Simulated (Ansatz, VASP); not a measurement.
## Two plane-wave programs on Au

```
Au
1.0
    -1.60755    1.60755    1.63241
     1.60755   -1.60755    1.63241
     1.60755    1.60755   -1.63241
Au
1
Direct
  0.00000 0.00000 0.00000
```

Change from the starting cell: strain -0.030 along x and y, -0.015 along z, atoms carried along.

Alike in both runs: task single point; functional r2SCAN; k mesh 20 × 20 × 20; occupations gaussian, width 0.15 eV; no spin polarisation.

|  | VASP | Ansatz |
| --- | --- | --- |
| version | VASP 6.6.1 | Ansatz 0.2.0 |
| potentials or method | VASP PAW PBE potentials, release 64 (Au), cutoff 520 eV | scalar-relativistic, plane waves, PAW |
| valence electrons in the cell | 11 | 19 |

Ansatz gave:

- gap on the k mesh at the Fermi level (eV): none
- pressure (GPa): 7.1
- traceless stress, the component that is largest in VASP (GPa): -0.06

Problem. Which values does VASP return?

Solution. gap on the k mesh at the Fermi level (eV): none; pressure (GPa): 7.4; traceless stress, the component that is largest in VASP (GPa): -0.06.

VASP's potentials were made for PBE, not for r2SCAN. A gap of «none» marks a metal or a gap that the smearing closes. VASP's potentials hold 11 valence electrons a cell and Ansatz's 19, so a difference there can come from the potentials and not from the codes.

Neither program's run includes spin-orbit coupling.
